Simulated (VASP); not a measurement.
PtS2:

```
Pt S
1.0
     3.54320    0.00000    0.00000
    -1.77160    3.06850    0.00000
     0.00000    0.00000    5.03880
Pt S
1 2
Direct
  0.00000 0.00000 0.00000
  0.66667 0.33333 0.77300
  0.33333 0.66667 0.22700
```

Base run:

```yaml
Program: VASP 6.6.1
Functional: PBE
Potentials_or_basis: VASP PAW PBE potentials, release 64 (Pt, S)
Cutoff: 520 eV
k_mesh: 9 × 9 × 5
Occupations: gaussian, width 0.017 eV
Spin: no spin polarisation
```

Its results: band gap on the k mesh 1.03 eV, indirect (least direct gap 1.08 eV); pressure 11.1 GPa; largest force 1.213 eV/Å.

Problem. The run is repeated on the same cell with these changes: k mesh from 9 × 9 × 5 to 7 × 7 × 5; occupations from gaussian, width 0.017 eV to gaussian, width 0.1 eV. What comes out?

Solution. Band gap on the k mesh 0.89 eV, indirect (least direct gap 1.18 eV); pressure 11.1 GPa; largest force 1.214 eV/Å.

Caveats: spin-orbit coupling is left out, which moves the levels of the heavy elements; forces of over 1 eV/Å act on the atoms, so gaps and moduli don't describe the material at rest.

A k mesh can miss the band edges.
